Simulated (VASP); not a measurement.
# MgAl15HN16 (a cell with a defect) (Mg_Al-H) in VASP: further runs

The runs below take MgAl15HN16 (a cell with a defect) (Mg_Al-H) through single point, with PBE.

All numbers are computed with VASP 6.6.1; they aren't measurements. Logs are shortened: lines on timing, memory, paths and dates and some standing lists are left out, and cuts for length are marked.

## 1. The cell of the first run

The cell holds a defect, 33 atoms: a = 6.260 Å, b = 6.260 Å, c = 10.035 Å, α = 90.00°, β = 90.00°, γ = 120.00°.

## 2. Single point, PBE

File INCAR:

```
ALGO     = Normal         # electronic algorithm
EDIFF    = 1E-6           # SCF threshold, eV
ENCUT    = 520            # plane-wave cutoff, eV
GGA      = PE             # functional
ISIF     = 2              # what is computed and relaxed
ISMEAR   = 0              # smearing method
LASPH    = T              # aspherical terms in the spheres
LCHARG   = F              # write CHGCAR
LREAL    = Auto         
LWAVE    = F              # write WAVECAR
NBANDS   = 86             # bands
NELM     = 100            # most SCF steps
PREC     = Accurate       # precision mode
SIGMA    = 0.01           # smearing width, eV
```

File KPOINTS:

```
Automatic mesh
0
Gamma
  1 1 1
  0.25 0.25 0.25
```

File POSCAR:

```
MgAl15HN16
1.0
    6.2595139102      0.0000000601      0.0000000000
   -3.1297570100      5.4208980298      0.0000000000
    0.0000000000      0.0000000000     10.0348065900
Al Mg N H
15 1 16 1
Direct
    0.3298626142      0.1701843695      0.2369666096
    0.3329185744      0.1670712661      0.7535165953
    0.1644137597      0.3356419183      0.9976328415
    0.3323663586      0.6700915162      0.2497140854
    0.1533312472      0.8150029067      0.5057446209
    0.3325873501      0.6637219223      0.7516794206
    0.1642019569      0.8329431990      0.9995675418
    0.8299838604      0.1677082590      0.2496906969
    0.6850935365      0.3466955775      0.5057190026
    0.8361317738      0.1673145106      0.7516799607
    0.6670962042      0.3358726340      0.9995722725
    0.8314314480      0.6685503857      0.2493504386
    0.6628124605      0.8371846878      0.5006245237
    0.8313400879      0.6687229502      0.7524062444
    0.6649001094      0.8351515634      1.0006772518
    0.1707417653      0.3292326087      0.4980255304
    0.3502468664      0.1498238383      0.4309249095
    0.1644663309      0.3356767249      0.1891550285
    0.3317902969      0.1682308908      0.9432243675
    0.1692518290      0.3304850800      0.7000616595
    0.3382762414      0.6843104351      0.4363813213
    0.1640635833      0.8327013001      0.1882270162
    0.3316699254      0.6708189426      0.9413081602
    0.1662274613      0.8314021822      0.6924868536
    0.8156615318      0.1616565747      0.4363487769
    0.6672145682      0.3358345695      0.1882189538
    0.8291943199      0.1683717397      0.9413230370
    0.6686631839      0.3338356759      0.6924729787
    0.8296172685      0.6704142331      0.4401131674
    0.6665979348      0.8334529894      0.1892598368
    0.8302885555      0.6697183649      0.9405242430
    0.6668961913      0.8328918643      0.6910874614
    0.4442628044      0.0556823191      0.4045605921
```

Potentials or basis: VASP PAW PBE potentials, release 64 (Al, Mg, N, H).

Launch:

```
$ cat potpaw_PBE.64/Al/POTCAR potpaw_PBE.64/Mg/POTCAR potpaw_PBE.64/N/POTCAR potpaw_PBE.64/H/POTCAR > POTCAR
$ mpirun -np 1 vasp_std > vasp.out
```

OUTCAR:

```text
EDIFF = 1E-6
   ENCUT = 520
   GGA = PE
   ISIF = 2
   ISMEAR = 0
   LASPH = T
   LREAL = Auto
   NELM = 100
   PREC = Accurate

 ion  position               nearest neighbor table
   1  0.330  0.170  0.237-  18 1.86  26 1.89  22 1.89  17 1.96  33 2.09   3 3.00  11 3.00   7 3.00
                             8 3.12   4 3.12  12 3.13  12 3.13  16 3.14   4 3.14   8 3.14   9 3.31
   2  0.333  0.167  0.754-  20 1.85  19 1.90  24 1.92  28 1.92   3 3.06   7 3.06  11 3.06  16 3.11
                             6 3.11  10 3.11  14 3.13  14 3.13   5 3.13   9 3.14  10 3.15   6 3.15
   3  0.164  0.336  0.998-  19 1.90  23 1.90  27 1.90  18 1.92   1 3.00   6 3.04  10 3.04   2 3.06
                             8 3.11   4 3.11   7 3.11  11 3.11  15 3.13  15 3.13  11 3.15   7 3.15
   4  0.332  0.670  0.250-  21 1.87  22 1.90  30 1.91  18 1.91  15 3.08   7 3.09  13 3.09  16 3.10
                             3 3.11   5 3.11   8 3.11   1 3.12  12 3.13  12 3.13   1 3.14   8 3.14
   5  0.153  0.815  0.506-  21 1.85  24 1.88  29 1.88  33 1.97  17 1.97   9 2.93  14 3.03   6 3.05
                            16 3.10  12 3.11   4 3.11  13 3.12   2 3.13  13 3.14  16 3.17   1 3.31
   6  0.333  0.664  0.752-  20 1.88  23 1.90  24 1.91  32 1.91   3 3.04   5 3.05  15 3.08   7 3.09
                            13 3.09  14 3.11  10 3.11   2 3.11  16 3.13   2 3.15  10 3.15  14 3.15
   7  0.164  0.833  1.000-  23 1.88  22 1.89  19 1.90  31 1.90   1 3.00   2 3.06  14 3.07   4 3.09
                            12 3.09   6 3.09  11 3.11   3 3.11  15 3.13  15 3.13   3 3.15  11 3.15
   8  0.830  0.168  0.250-  25 1.87  26 1.90  30 1.91  18 1.91  15 3.08  11 3.09  13 3.09  16 3.10
                             3 3.11   9 3.11   4 3.11   1 3.12  12 3.13  12 3.13   1 3.14   4 3.14
   9  0.685  0.347  0.506-  25 1.85  28 1.88  29 1.88  33 1.97  17 1.97   5 2.93  14 3.03  10 3.05
                            16 3.10  12 3.11   8 3.11  13 3.12   2 3.14  13 3.14  16 3.17   1 3.31
  10  0.836  0.167  0.752-  20 1.88  27 1.90  28 1.91  32 1.91   3 3.04   9 3.05  15 3.08  11 3.09
                            13 3.09  14 3.11   6 3.11   2 3.11  16 3.13   2 3.15   6 3.15  14 3.15
  11  0.667  0.336  1.000-  27 1.88  26 1.89  19 1.90  31 1.90   1 3.00   2 3.06  14 3.07   8 3.09
                            12 3.09  10 3.09   7 3.11   3 3.11  15 3.13  15 3.13   3 3.15   7 3.15
  12  0.831  0.669  0.249-  30 1.89  22 1.90  26 1.91  29 1.91  15 3.08  11 3.09   7 3.09   9 3.11
                             5 3.11  13 3.11   4 3.13   8 3.13   8 3.13   4 3.13   1 3.13   1 3.13
  13  0.663  0.837  0.501-  25 1.87  21 1.87  29 1.91  32 1.91   4 3.09   8 3.09  10 3.09   6 3.09
                            12 3.11  14 3.12   9 3.12   5 3.12  16 3.13  16 3.13   5 3.14   9 3.14
  14  0.831  0.669  0.752-  32 1.88  31 1.89  24 1.91  28 1.91   5 3.03   9 3.03   7 3.07  11 3.07
                            15 3.08  10 3.11   6 3.11  13 3.12   2 3.13   2 3.13   6 3.15  10 3.15
  15  0.665  0.835  0.001-  31 1.89  30 1.89  27 1.90  23 1.90  14 3.08  10 3.08  12 3.08   6 3.08
                             8 3.08   4 3.08   7 3.13  11 3.13   3 3.13   3 3.13  11 3.13   7 3.13
  16  0.171  0.329  0.498-  21 2.02  25 2.02  20 2.03  17 2.06   9 3.10   5 3.10   8 3.10   4 3.10
                             2 3.11   6 3.13  10 3.13  13 3.13  13 3.13   1 3.14   5 3.17   9 3.17
  17  0.350  0.150  0.431-  33 1.05   1 1.96   9 1.97   5 1.97  16 2.06
  18  0.164  0.336  0.189-   1 1.86   4 1.91   8 1.91   3 1.92
  19  0.332  0.168  0.943-   3 1.90   7 1.90  11 1.90   2 1.90
  20  0.169  0.330  0.700-   2 1.85  10 1.88   6 1.88  16 2.03
  21  0.338  0.684  0.436-   5 1.85  13 1.87   4 1.87  16 2.02
  22  0.164  0.833  0.188-   7 1.89   1 1.89   4 1.90  12 1.90
[... 217 lines left out ...]
   LHFCALC =     F    Hartree Fock is set to
   AEXX    =    0.0000 exact exchange contribution
   IVDW    =     0    specifies the selected vdW correction
   LEPSILON=     F    determine dielectric tensor
   LRPA    =     F    only Hartree local field effects (RPA)
 non-spin polarized calculation
 Gauss-broadening in eV      SIGMA  =   0.01
  energy-cutoff  :      520.00
  volume of cell :      340.50
 maximum number of plane-waves:      9148
 NGX is ok and might be reduce to    48
   NGX = 23   NGY = 23   NGZ = 37

 number of electron     128.0000000 magnetization

 Free energy of the ion-electron system (eV)
  ---------------------------------------------------
  ext. energy  EPLUGINS =         0.00000000
  ---------------------------------------------------
  free energy    TOTEN  =      -240.08545021 eV

  energy without entropy =     -240.08545021  energy(sigma->0) =     -240.08545021

 E-fermi :   5.8331     XC(G=0): -10.8452

 val. band max:        5.7406773949   @ k =   0.5000   0.2500   0.2500
 cond. band min:      11.1310038780   @ k =   0.5000   0.2500   0.2500
 fundamental gap:      5.3903264831
 Fermi energy:         5.8330876558

 k-point     1 :       0.2500    0.2500    0.2500
  band No.  band energies     occupation
      1      -9.9064      2.00000
      2      -8.5928      2.00000
      3      -8.2425      2.00000
      4      -7.9731      2.00000
      5      -7.9380      2.00000
      6      -7.6874      2.00000
[... 463 lines left out ...]
     75      12.7440      0.00000
     76      12.8950      0.00000
 [bands above 76 left out]

------------------------ aborting loop because EDIFF is reached ----------------------------------------

  FORCE on cell =-STRESS in cart. coord.  units (eV):
  Direction    XX          YY          ZZ          XY          YZ          ZX
  --------------------------------------------------------------------------------------
  -------------------------------------------------------------------------------------
  Total        3.1657737      3.1294518     13.4388161     -0.0169025     -0.5341751      0.9022389
  in kB       14.8959975     14.7250911     63.2340119     -0.0795317     -2.5134681      4.2453281
  external PRESSURE =      30.9517001 kB  Pullay stress =       0.0000000 kB

 VOLUME and BASIS-vectors are now :
 -----------------------------------------------------------------------------
  energy-cutoff  :      520.00
  volume of cell :      340.50
      direct lattice vectors                 reciprocal lattice vectors
     6.259513910  0.000000060  0.000000000     0.159756813  0.092235641  0.000000000
    -3.129757010  5.420898030  0.000000000    -0.000000002  0.184471279  0.000000000
     0.000000000  0.000000000 10.034806590     0.000000000  0.000000000  0.099653141

 POSITION                                       TOTAL-FORCE (eV/Angst)
 -----------------------------------------------------------------------------------
      1.53214      0.92255      2.37791         0.122792     -0.077438      0.002350
      1.56102      0.90568      7.56139         0.127650     -0.070822      0.020490
     -0.02133      1.81948     10.01105        -0.122727      0.069091      0.011068
     -0.01677      3.63250      2.50583         0.123494     -0.066700     -0.003298
     -1.59098      4.41805      5.07505        -0.082891      0.142509      0.004605
      0.00455      3.59797      7.54296         0.111468     -0.072581     -0.000042
[... 25 lines left out ...]
      1.56770      4.51502      6.93493        -0.183716      0.114334     -0.058685
      2.60660      0.30185      4.05969         0.123518     -0.070359     -0.036440
 -----------------------------------------------------------------------------------
    total drift:                                0.008892     -0.005834      0.019146

  FREE ENERGIE OF THE ION-ELECTRON SYSTEM (eV)
  ---------------------------------------------------
  free  energy   TOTEN  =      -240.0854502083 eV

  energy  without entropy=     -240.0854502083  energy(sigma->0) =     -240.08545021
```

OSZICAR:

```text
N       E                     dE             d eps       ncg     rms          rms(c)
DAV:   1     0.551610074223E+03    0.55161E+03   -0.59857E+04  1032   0.135E+03
DAV:   2    -0.222011677548E+03   -0.77362E+03   -0.74631E+03  1316   0.273E+02
DAV:   3    -0.276251672995E+03   -0.54240E+02   -0.53903E+02  1248   0.772E+01
DAV:   4    -0.277042450540E+03   -0.79078E+00   -0.78844E+00  1256   0.101E+01
DAV:   5    -0.277058575773E+03   -0.16125E-01   -0.16109E-01  1264   0.141E+00    0.340E+01
DAV:   6    -0.240126507583E+03    0.36932E+02   -0.15346E+02  1200   0.349E+01    0.119E+01
DAV:   7    -0.240211621373E+03   -0.85114E-01   -0.47387E+00  1216   0.703E+00    0.812E+00
DAV:   8    -0.240099816214E+03    0.11181E+00   -0.50264E-01  1240   0.297E+00    0.121E+00
DAV:   9    -0.240080533142E+03    0.19283E-01   -0.10585E-01  1264   0.121E+00    0.648E-01
DAV:  10    -0.240084743080E+03   -0.42099E-02   -0.42830E-02  1248   0.658E-01    0.343E-01
DAV:  11    -0.240084906117E+03   -0.16304E-03   -0.77977E-03  1344   0.383E-01    0.189E-01
DAV:  12    -0.240085435643E+03   -0.52953E-03   -0.25637E-03  1200   0.188E-01    0.385E-02
DAV:  13    -0.240085445105E+03   -0.94624E-05   -0.37266E-04  1248   0.692E-02    0.255E-02
DAV:  14    -0.240085449385E+03   -0.42801E-05   -0.32504E-05  1248   0.210E-02    0.208E-02
DAV:  15    -0.240085451246E+03   -0.18607E-05   -0.50325E-06  1152   0.869E-03    0.102E-02
DAV:  16    -0.240085449933E+03    0.13129E-05   -0.11903E-05  1272   0.138E-02    0.171E-03
DAV:  17    -0.240085450208E+03   -0.27540E-06   -0.25613E-06   784   0.626E-03
   1 F= -.24008545E+03 E0= -.24008545E+03  d E =-.151353E-39
```

stdout:

```text
POSCAR found type information on POSCAR AlMgN H
 POSCAR found :  4 types and      33 ions
 scaLAPACK will be used
 LDA part: xc-table for (Slater+PW92), standard interpolation
 POSCAR, INCAR and KPOINTS ok, starting setup
 FFT: planning ... GRIDC
 FFT: planning ... GRID_SOFT
 FFT: planning ... GRID
 WAVECAR not read
 entering main loop
```

It took 11 min on 1 thread of Intel Xeon Platinum 8259CL at 2.50GHz (Skylake/Cascade Lake), shared host; peak memory 0.49 GiB.

What came out:

| Quantity | Value |
| --- | --- |
| Free energy | -240.0855 eV |
| Pressure | 3.1 GPa |
| Largest force | 0.241 eV/Å |
| Band gap on the k mesh | 5.39 eV |

Forces on the atoms (eV/Å):
```
Al   0.123 -0.077  0.002
Al   0.128 -0.071  0.020
Al  -0.123  0.069  0.011
Al   0.123 -0.067 -0.003
Al  -0.083  0.143  0.005
Al   0.111 -0.073  0.000
Al  -0.116  0.075  0.000
Al   0.122 -0.077 -0.003
Al  -0.169  0.000  0.008
Al   0.118 -0.065  0.002
Al  -0.123  0.058 -0.002
Al   0.097 -0.057  0.005
Al  -0.066  0.035  0.028
Al   0.124 -0.074  0.017
Al  -0.120  0.068  0.012
Mg  -0.088  0.051  0.012
N    0.075 -0.045  0.056
N   -0.211  0.117 -0.009
N    0.192 -0.110  0.013
N   -0.193  0.121 -0.023
N    0.145 -0.107 -0.027
N   -0.162  0.111  0.008
N    0.189 -0.109 -0.007
N   -0.161  0.102  0.015
N    0.167 -0.067 -0.025
N   -0.171  0.097  0.010
N    0.190 -0.110 -0.008
N   -0.174  0.083  0.015
N    0.102 -0.059 -0.004
N   -0.162  0.093 -0.019
N    0.177 -0.099 -0.011
N   -0.184  0.114 -0.059
H    0.124 -0.070 -0.036
```

Stress tensor (GPa, compression positive):
```
 1.49 -0.01  0.42
-0.01  1.47 -0.25
 0.42 -0.25  6.32
```

Levels at points of the mesh, in eV from the valence-band top:
```tsv
k point	band 62	band 63	band 64	band 65	band 66	band 67
(0.25, 0.25, 0.25)	-0.57	-0.34	-0.04	5.40	5.94	6.08
```

Caveat: the k points lie up to 1.16 Å⁻¹ apart.

(Part 1 of 2 ends here.)
